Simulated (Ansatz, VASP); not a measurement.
**Co: VASP beside Ansatz**

```
CELL_PARAMETERS angstrom
2.34529 0.00000 0.00000
-1.17265 2.03108 0.00000
0.00000 0.00000 4.55468
ATOMIC_POSITIONS crystal
Co 0.33333 0.66667 0.25000
Co 0.66667 0.33333 0.75000
```

Alike in both runs: task single point; functional PBE; k mesh 30 × 30 × 16; occupations gaussian, width 0.15 eV; collinear spin.

|  | VASP | Ansatz |
| --- | --- | --- |
| version | VASP 6.6.1 | Ansatz 0.2.0 |
| potentials or method | VASP PAW PBE potentials, release 64 (Co), cutoff 520 eV | scalar-relativistic, plane waves, PAW |
| valence electrons in the cell | 18 | 34 |

```tsv
	VASP	Ansatz	Ansatz less VASP
gap on the k mesh at the Fermi level (eV)	none	none	-
pressure (GPa)	8.8	9.8	+0.97
traceless stress, the component that is largest in VASP (GPa)	-34.30	-35.20	-0.898
net moment per atom (μB)	1.65	1.66	+0.008
size of the moment on the site where the two differ most (μB)	1.66	1.72	+0.058
```

Site moments also hang on the region over which each program counts them. A gap of «none» marks a metal or a gap that the smearing closes. VASP's potentials hold 18 valence electrons a cell and Ansatz's 34, so a difference there can come from the potentials and not from the codes.
